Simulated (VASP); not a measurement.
A run of VASP 6.6.1 is set up as follows.

The input INCAR:

```
PREC = Accurate
ENCUT = 520
EDIFF = 1E-6
ISMEAR = 0
SIGMA = 0.0666
LREAL = F
LASPH = T
NELM = 60
ALGO = Normal
ISIF = 2
LWAVE = F
LCHARG = F
GGA = PE
NBANDS = 28
ISYM = 0
```

The input KPOINTS:

```
Automatic mesh
0
Gamma
  5 5 5
  0.5 0.5 0.5
```

File POSCAR:

```
Ni2Sb2Pd
1.0
    0.0000000000      4.1923480000      0.0000000000
    4.1923480000      0.0000000000      0.0000000000
    2.0961740000      2.0961740000     -5.1246000000
Pd Sb Ni
1 2 2
Direct
    0.0000000000      0.0000000000      0.0000000000
    0.3828000000      0.3828000000      0.2344000000
    0.6172000000      0.6172000000      0.7656000000
    0.7500000000      0.2500000000      0.5000000000
    0.2500000000      0.7500000000      0.5000000000
```

Potentials or basis: VASP PAW PBE potentials, release 64 (Pd, Sb, Ni).

Command:

```bash
$ cat potpaw_PBE.64/Pd/POTCAR potpaw_PBE.64/Sb/POTCAR potpaw_PBE.64/Ni/POTCAR > POTCAR
$ mpirun -np 1 vasp_std > vasp.out
```

Task: Predict the pressure.

Result: 6.4 GPa.

Task: Estimate the band gap on the k mesh.

Result: Zero (bands 20 and 21 overlap by 0.43 eV).

Stress tensor (GPa, compression positive):
```
-1.96  0.00  0.00
 0.00 -1.96  0.00
 0.00  0.00 22.98
```

Caveat: the stress differs along the axes, from -2 to 23 GPa; spin-orbit coupling is left out, which moves the levels of the heavy elements; forces of over 1 eV/Å act on the atoms, so gaps and moduli don't describe the material at rest. Spin polarisation is off, so any magnetic state and its effect on volume and gap are missing.
